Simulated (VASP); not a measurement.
Input of a VASP 6.6.1 run:

INCAR

```
SYSTEM = MgSe
PREC = Accurate
ENCUT = 600
EDIFF = 1E-6
ISMEAR = -1
SIGMA = 0.08
LREAL = .FALSE.
LASPH = .TRUE.
NELM = 120
ALGO = Normal
ISIF = 2
LWAVE = .FALSE.
LCHARG = .TRUE.
GGA = PS
LELF = .TRUE.
LVHAR = .TRUE.
NBANDS = 11
GGA_COMPAT = .FALSE.
```

The input KPOINTS:

```
regular mesh
0
G
  12 12 12
  0 0 0
```

Contents of POSCAR:

```
MgSe
1.0
    0.0000000000      2.7255000000      2.7255000000
    2.7255000000      0.0000000000      2.7255000000
    2.7255000000      2.7255000000      0.0000000000
Mg Se
1 1
Direct
    0.0000000000      0.0000000000      0.0000000000
    0.5000000000      0.5000000000      0.5000000000
```

Potentials or basis: VASP PAW PBE potentials, release 64 (Mg, Se).

Launch:

```sh
$ cat potpaw_PBE.64/Mg/POTCAR potpaw_PBE.64/Se/POTCAR > POTCAR
$ mpirun -np 1 vasp_std > vasp.out
```

Problem. Estimate the band gap on the k mesh.

Solution. 1.76 eV, indirect (least direct gap 2.50 eV).

Problem. What does it give for the pressure?

Solution. -0.1 GPa.

Caveat: the PAW data sets were made with another functional, which shifts forces and pressure a little. A k mesh can miss the band edges.
